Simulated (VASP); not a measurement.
# MgS (Cmc2_1) in VASP: notebook

MgS is run at these levels: PBE; tasks: single point.

Everything below comes from runs of VASP 6.6.1. Logs are shortened: lines on timing, memory, paths and dates and some standing lists are left out, and cuts for length are marked.

### Step 1. The cell of the first run

The structure is orthorhombic, space group Cmc2_1 (No. 36). The conventional cell has a = 3.833 Å, b = 6.988 Å, c = 6.432 Å, α = 90.00°, β = 90.00°, γ = 90.00°. Mg (site symmetry m) has 4 S at 2.36 to 2.47 Å within 3.1 Å. S (site symmetry m) has 4 Mg at 2.36 to 2.47 Å within 3.1 Å.

### Step 2. Single point, PBE (strain -0.0500 x Voigt [1, 0, 0, 0, 0, 0])

INCAR

```
PREC = Accurate ; ENCUT = 520
EDIFF = 1E-6 ; ISMEAR = 0
SIGMA = 0.05 ; LREAL = False
LASPH = True ; NELM = 60
ALGO = Normal ; ISIF = 2
LWAVE = False ; LCHARG = False
GGA = PE ; NBANDS = 16
```

KPOINTS

```
Automatic mesh
0
Gamma
  6 6 4
```

POSCAR

```
MgS
1.0
    3.8328912865      0.0000000000      0.0000000000
   -1.9164456432      3.4940854990      0.0000000000
    0.0000000000      0.0000000000      6.4322941800
Mg S
2 2
Direct
    0.6666666667      0.3333333333      0.4957548500
    0.3333333333      0.6666666667      0.9957548500
    0.3333333333      0.6666666667      0.3792441500
    0.6666666667      0.3333333333      0.8792441500
```

Potentials or basis: VASP PAW PBE potentials, release 64 (Mg, S).

On the command line:

```console
> cat potpaw_PBE.64/Mg/POTCAR potpaw_PBE.64/S/POTCAR > POTCAR
> mpirun -np 1 vasp_std > vasp.out
```

OUTCAR:

```text
PREC = Accurate
   ENCUT = 520
   EDIFF = 1E-6
   ISMEAR = 0
   LREAL = False
   LASPH = True
   NELM = 60
   ISIF = 2
   GGA = PE

 ion  position               nearest neighbor table
   1  0.667  0.333  0.496-   3 2.36   3 2.36   3 2.45   4 2.47
   2  0.333  0.667  0.996-   4 2.36   4 2.36   4 2.45   3 2.47
   3  0.333  0.667  0.379-   1 2.36   1 2.36   1 2.45   2 2.47
   4  0.667  0.333  0.879-   2 2.36   2 2.36   2 2.45   1 2.47

  LATTYP: Found a base centered orthorhombic cell.
 ALAT       =     3.8328912865
 B/A-ratio  =     1.8232113764
 C/A-ratio  =     1.6781833084

  Lattice vectors:

 A1 = (   1.9164456432,  -3.4940854990,   0.0000000000)
 A2 = (   1.9164456433,   3.4940854990,   0.0000000000)
 A3 = (   0.0000000000,   0.0000000000,   6.4322941800)

Analysis of symmetry for initial positions (statically):
=====================================================================
 Subroutine PRICEL returns:
 Original cell was already a primitive cell.

 Routine SETGRP: Setting up the symmetry group for a
 base centered orthorhombic supercell.

 Subroutine GETGRP returns: Found  4 space group operations
 (whereof  2 operations were pure point group operations)
 out of a pool of  8 trial point group operations.

The static configuration has the point symmetry C_1h.
 The point group associated with its full space group is C_2v.

Analysis of symmetry for dynamics (positions and initial velocities):
=====================================================================
 Subroutine PRICEL returns:
 Original cell was already a primitive cell.

 Routine SETGRP: Setting up the symmetry group for a
 base centered orthorhombic supercell.

 Subroutine GETGRP returns: Found  4 space group operations
 (whereof  2 operations were pure point group operations)
 out of a pool of  8 trial point group operations.

The dynamic configuration has the point symmetry C_1h.
 The point group associated with its full space group is C_2v.

 Subroutine INISYM returns: Found  4 space group operations
 (whereof  2 operations are pure point group operations),
 and found     1 'primitive' translations

----------------------------------------------------------------------------------------

                                     Primitive cell

  volume of cell :      86.1442

  direct lattice vectors                    reciprocal lattice vectors
[... 93 lines left out ...]
   EDIFFG = 0.1E-04   stopping-criterion for IOM
   NSW    =      0    number of steps for IOM
   IBRION =     -1    ionic relax: 0-MD 1-quasi-New 2-CG
   NFREE  =      0    steps in history (QN), initial steepest desc. (CG)
   ISIF   =      2    stress and relaxation
   ISYM   =      2    0-nonsym 1-usesym 2-fastsym
   POTIM  = 0.5000    time-step for ionic-motion
   TEBEG  =    0.0;   TEEND  =   0.0 temperature during run
   PSTRESS=    0.0 pullay stress
   NELECT =      16.0000    total number of electrons
   NUPDOWN=      -1.0000    fix difference up-down
   EMIN   =  10.00;   EMAX   =-10.00  energy-range for DOS
   EFERMI =   0.00;   METHOD = LEGACY
   ISMEAR =     0;   SIGMA  =   0.05  broadening in eV -4-tet -1-fermi 0-gaus
   EFERMI_NEDOS =   21; number of points for ismear=-14 and -15
   IALGO  =     38    algorithm
   IMIX   =      4    mixing-type and parameters
     AMIX     =   0.40;   BMIX     =  1.00
     AMIX_MAG =   1.60;   BMIX_MAG =  1.00
  volume/ion in A,a.u.               =      21.54       145.33
  Fermi-wavevector in a.u.,A,eV,Ry     =   0.934056  1.765110 11.870544  0.872460
  Thomas-Fermi vector in A             =   2.060821
   LORBIT       =      0    0 simple, 1 ext, 2 COOP (PROOUT), +10 PAW based schemes
   GGA     = PE    functional components
   LHFCALC =     F    Hartree Fock is set to
   AEXX    =    0.0000 exact exchange contribution
   IVDW    =     0    specifies the selected vdW correction
   LEPSILON=     F    determine dielectric tensor
   LRPA    =     F    only Hartree local field effects (RPA)
 non-spin polarized calculation
 Gauss-broadening in eV      SIGMA  =   0.05
  energy-cutoff  :      520.00
  volume of cell :       86.14
 maximum number of plane-waves:      2339
 NGX is ok and might be reduce to    30
   NGX = 15   NGY = 15   NGZ = 23

 number of electron      15.9999999 magnetization

 Free energy of the ion-electron system (eV)
  ---------------------------------------------------
  ext. energy  EPLUGINS =         0.00000000
  ---------------------------------------------------
  free energy    TOTEN  =       -16.85083166 eV

  energy without entropy =      -16.85083166  energy(sigma->0) =      -16.85083166

 E-fermi :   1.7060     XC(G=0):  -8.5822

 val. band max:        1.4832537942   @ k =   0.0000   0.0000   0.0000
 cond. band min:       5.1974432581   @ k =   0.0000   0.0000   0.0000
 fundamental gap:      3.7141894639
 Fermi energy:         1.7059516846

 k-point     1 :       0.0000    0.0000    0.0000
  band No.  band energies     occupation
      1     -10.0610      2.00000
      2      -9.2984      2.00000
      3      -1.8831      2.00000
      4       0.8932      2.00000
      5       1.0933      2.00000
      6       1.2941      2.00000
[... 433 lines left out ...]
      3      -1.5571      2.00000
      4      -1.2177      2.00000
      5      -0.2423      2.00000
      6       0.1942      2.00000
[... 8 lines left out ...]
     15      10.7984      0.00000
     16      11.9815      0.00000

 [... further k-points ...]

------------------------ aborting loop because EDIFF is reached ----------------------------------------

  FORCE on cell =-STRESS in cart. coord.  units (eV):
  Direction    XX          YY          ZZ          XY          YZ          ZX
  --------------------------------------------------------------------------------------
  -------------------------------------------------------------------------------------
  Total        4.3777444      1.7883741      1.1686262      0.0000000      0.0000000      0.0000000
  in kB       81.4207423     33.2615913     21.7350321      0.0000000      0.0000000      0.0000000
  external PRESSURE =      45.4724552 kB  Pullay stress =       0.0000000 kB

 VOLUME and BASIS-vectors are now :
 -----------------------------------------------------------------------------
  energy-cutoff  :      520.00
  volume of cell :       86.14
      direct lattice vectors                 reciprocal lattice vectors
     3.832891287  0.000000000  0.000000000     0.260899651  0.143098960  0.000000000
    -1.916445643  3.494085499  0.000000000     0.000000000  0.286197919  0.000000000
     0.000000000  0.000000000  6.432294180     0.000000000  0.000000000  0.155465526

 POSITION                                       TOTAL-FORCE (eV/Angst)
 -----------------------------------------------------------------------------------
      1.91645      1.16470      3.18884        -0.000000     -0.349217      0.277575
     -0.00000      2.32939      6.40499         0.000000      0.349217      0.277575
     -0.00000      2.32939      2.43941         0.000000      0.399667     -0.277575
      1.91645      1.16470      5.65556        -0.000000     -0.399667     -0.277575
 -----------------------------------------------------------------------------------
    total drift:                               -0.000000      0.000000     -0.000204

  FREE ENERGIE OF THE ION-ELECTRON SYSTEM (eV)
  ---------------------------------------------------
  free  energy   TOTEN  =       -16.8508316638 eV

  energy  without entropy=      -16.8508316638  energy(sigma->0) =      -16.85083166
```

OSZICAR:

```text
N       E                     dE             d eps       ncg     rms          rms(c)
DAV:   1     0.623893333823E+02    0.62389E+02   -0.60539E+03  1248   0.817E+02
DAV:   2    -0.122732585527E+02   -0.74663E+02   -0.68363E+02  1848   0.137E+02
DAV:   3    -0.178040332865E+02   -0.55308E+01   -0.55125E+01  1672   0.409E+01
DAV:   4    -0.178673801042E+02   -0.63347E-01   -0.63336E-01  1560   0.539E+00
DAV:   5    -0.178685527914E+02   -0.11727E-02   -0.11727E-02  1688   0.739E-01    0.595E+00
DAV:   6    -0.169085072674E+02    0.96005E+00   -0.14591E+00  1352   0.562E+00    0.464E+00
DAV:   7    -0.168350673645E+02    0.73440E-01   -0.40471E-01  1616   0.300E+00    0.347E+00
DAV:   8    -0.168526053154E+02   -0.17538E-01   -0.39727E-02  1376   0.136E+00    0.228E+00
DAV:   9    -0.168502889599E+02    0.23164E-02   -0.48257E-03  1424   0.482E-01    0.399E-01
DAV:  10    -0.168507737039E+02   -0.48474E-03   -0.15918E-03  1624   0.184E-01    0.130E-01
DAV:  11    -0.168508212724E+02   -0.47568E-04   -0.17631E-04  1472   0.730E-02    0.395E-02
DAV:  12    -0.168508289737E+02   -0.77013E-05   -0.14784E-05  1544   0.203E-02    0.600E-03
DAV:  13    -0.168508317898E+02   -0.28161E-05   -0.35543E-06  1384   0.994E-03    0.617E-03
DAV:  14    -0.168508316638E+02    0.12600E-06   -0.16649E-07  1160   0.230E-03
   1 F= -.16850832E+02 E0= -.16850832E+02  d E =-.727951E-12
```

Wall time 54 s (1 thread of Intel Xeon Platinum 8259CL at 2.50GHz (Skylake/Cascade Lake), shared host); peak memory 0.21 GiB.

What came out:

```yaml
Free_energy: -16.8508 eV
Pressure: 4.5 GPa
Largest_force: 0.487 eV/Å
Band_gap_on_the_k_mesh: 3.71 eV, direct
```

Forces on the atoms (eV/Å):
```
Mg   0.000 -0.349  0.278
Mg   0.000  0.349  0.278
S    0.000  0.400 -0.278
S    0.000 -0.400 -0.278
```

Stress tensor (GPa, compression positive):
```
8.14 0.00 0.00
0.00 3.33 0.00
0.00 0.00 2.17
```

Caveat: the cell differs from its parent crystal (strain -0.0500 x Voigt [1, 0, 0, 0, 0, 0]).

### Step 3. Single point, PBE (strain +0.0750 x Voigt [1, 0, 0, 0, 0, 0])

INCAR

```
ALGO     = Normal         # electronic algorithm
EDIFF    = 1E-6           # SCF threshold, eV
ENCUT    = 520            # plane-wave cutoff, eV
GGA      = PE             # functional
ISIF     = 2              # what is computed and relaxed
ISMEAR   = 0              # smearing method
LASPH    = True           # aspherical terms in the spheres
LCHARG   = False          # write CHGCAR
LREAL    = False          # projectors in reciprocal space
LWAVE    = False          # write WAVECAR
NBANDS   = 16             # bands
NELM     = 100            # most SCF steps
PREC     = Accurate       # precision mode
SIGMA    = 0.05           # smearing width, eV
```

KPOINTS

```
k-points
0
Gamma
  6 6 4
```

POSCAR: that of step 2 with these lines changed.

```diff
@@ -2,4 +2,4 @@
 1.0
-    3.8328912865      0.0000000000      0.0000000000
-   -1.9164456432      3.4940854990      0.0000000000
+    4.3372190873      0.0000000000      0.0000000000
+   -2.1686095437      3.4940854990      0.0000000000
     0.0000000000      0.0000000000      6.4322941800
```

Potentials or basis: VASP PAW PBE potentials, release 64 (Mg, S).

On the command line:

```console
> cat potpaw_PBE.64/Mg/POTCAR potpaw_PBE.64/S/POTCAR > POTCAR
> mpirun -np 1 vasp_std > vasp.out
```

Run time: 46 s. Hardware: 1 thread of Intel Xeon Platinum 8259CL at 2.50GHz (Skylake/Cascade Lake), shared host; peak memory 0.23 GiB.

The run converged. Its results:

| Quantity | Value |
| --- | --- |
| Free energy | -16.8591 eV |
| Pressure | -2.6 GPa |
| Largest force | 0.357 eV/Å |
| Band gap on the k mesh | 3.00 eV, direct |

Forces on the atoms (eV/Å):
```
Mg   0.000  0.256 -0.124
Mg   0.000 -0.256 -0.124
S    0.000 -0.335  0.124
S    0.000  0.335  0.124
```

Stress tensor (GPa, compression positive):
```
-5.89  0.00  0.00
 0.00 -1.19  0.00
 0.00  0.00 -0.85
```

Levels at points of the mesh, in eV from the valence-band top:
```tsv
k point	band 5	band 6	band 7	band 8	band 9	band 10	band 11	band 12
(0.00, 0.00, 0.00)	-0.59	-0.28	-0.14	0.00	3.00	4.19	6.83	7.53
(0.50, 0.00, 0.00)	-1.87	-1.15	-0.88	-0.37	4.71	5.22	5.61	7.42
(0.00, 0.50, 0.00)	-1.68	-1.48	-0.96	-0.63	4.22	4.88	5.65	6.84
(0.00, 0.00, 0.50)	-0.51	-0.51	-0.37	-0.37	4.42	4.42	6.97	6.97
(0.50, 0.00, 0.50)	-0.82	-0.82	-0.73	-0.73	4.63	4.63	6.23	6.23
(0.00, 0.50, 0.50)	-1.10	-1.10	-0.71	-0.71	4.38	4.38	6.18	6.18
```

Caveat: the cell differs from its parent crystal (strain +0.0750 x Voigt [1, 0, 0, 0, 0, 0]).

### Step 4. Single point, PBE (strain +0.1000 x Voigt [1, 0, 0, 0, 0, 0])

INCAR

```
SYSTEM = MgS
ALGO     = Normal         ! electronic algorithm
EDIFF    = 1E-7           ! SCF threshold, eV
ENCUT    = 520            ! plane-wave cutoff, eV
GGA      = PE             ! functional
ISIF     = 2              ! what is computed and relaxed
ISMEAR   = 0              ! smearing method
LASPH    = .True.         ! aspherical terms in the spheres
LCHARG   = .False.        ! write CHGCAR
LREAL    = .False.        ! projectors in reciprocal space
LWAVE    = .False.        ! write WAVECAR
NBANDS   = 16             ! bands
NELM     = 60             ! most SCF steps
PREC     = Accurate       ! precision mode
SIGMA    = 0.05           ! smearing width, eV
```

KPOINTS

```
k-points
0
Gamma
  6 6 4
  0 0 0
```

POSCAR: that of step 3 with these lines changed.

```diff
@@ -2,4 +2,4 @@
 1.0
-    4.3372190873      0.0000000000      0.0000000000
-   -2.1686095437      3.4940854990      0.0000000000
+    4.4380846475      0.0000000000      0.0000000000
+   -2.2190423238      3.4940854990      0.0000000000
     0.0000000000      0.0000000000      6.4322941800
```

On the command line:

```console
> cat potpaw_PBE.64/Mg/POTCAR potpaw_PBE.64/S/POTCAR > POTCAR
> mpirun -np 1 vasp_std > vasp.out
```

Run time: 56 s. Hardware: 1 thread of Intel Xeon Platinum 8259CL at 2.50GHz (Skylake/Cascade Lake), shared host; peak memory 0.24 GiB.

The run converged. Its results:

```
Free energy            : -16.7650 eV
Pressure               : -3.5 GPa
Largest force          : 0.423 eV/Å
Band gap on the k mesh : 2.86 eV, direct
```

Forces on the atoms (eV/Å):
```
Mg   0.000  0.289 -0.148
Mg   0.000 -0.289 -0.148
S    0.000 -0.396  0.148
S    0.000  0.396  0.148
```

Stress tensor (GPa, compression positive):
```
-7.41  0.00  0.00
 0.00 -1.68  0.00
 0.00  0.00 -1.28
```

Levels at points of the mesh, in eV from the valence-band top:
| k point | band 4 | band 5 | band 6 | band 7 | band 8 | band 9 | band 10 | band 11 | band 12 | band 13 |
| --- | --- | --- | --- | --- | --- | --- | --- | --- | --- | --- |
| (0.00, 0.00, 0.00) | -0.76 | -0.60 | -0.30 | -0.14 | 0.00 | 2.86 | 4.04 | 6.67 | 7.55 | 7.69 |
| (0.50, 0.00, 0.00) | -2.19 | -1.86 | -1.12 | -0.85 | -0.34 | 4.71 | 5.21 | 5.55 | 7.33 | 7.69 |
| (0.00, 0.50, 0.00) | -2.20 | -1.61 | -1.53 | -0.97 | -0.65 | 4.08 | 4.74 | 5.66 | 6.67 | 8.01 |
| (0.00, 0.00, 0.50) | -1.78 | -0.53 | -0.53 | -0.37 | -0.37 | 4.27 | 4.27 | 6.79 | 6.79 | 7.28 |
| (0.50, 0.00, 0.50) | -2.91 | -0.80 | -0.80 | -0.69 | -0.69 | 4.62 | 4.62 | 6.21 | 6.21 | 8.48 |
| (0.00, 0.50, 0.50) | -2.84 | -1.14 | -1.14 | -0.69 | -0.69 | 4.29 | 4.29 | 6.17 | 6.17 | 8.43 |

Caveat: the cell differs from its parent crystal (strain +0.1000 x Voigt [1, 0, 0, 0, 0, 0]).

### Step 5. Overview

| cell | gap on the mesh (eV) | pressure (GPa) | largest force (eV/Å) |
| --- | --- | --- | --- |
| a = 3.833, b = 3.985, c = 6.432 Å, angles 90.0, 90.0, 118.7°, 4 atoms | 3.71 | 4.5 | 0.49 |
| a = 4.337, b = 4.112, c = 6.432 Å, angles 90.0, 90.0, 121.8°, 4 atoms | 3.00 | -2.6 | 0.36 |
| a = 4.438, b = 4.139, c = 6.432 Å, angles 90.0, 90.0, 122.4°, 4 atoms | 2.86 | -3.5 | 0.42 |

Alike in all rows: task single point; level PBE; potentials or basis VASP PAW PBE potentials, release 64 (Mg, S); no spin polarisation; k mesh 6 × 6 × 4; cutoff (eV) 520; smearing gaussian 0.05 eV.

Absolute energies hang on the potentials; compare differences alone.
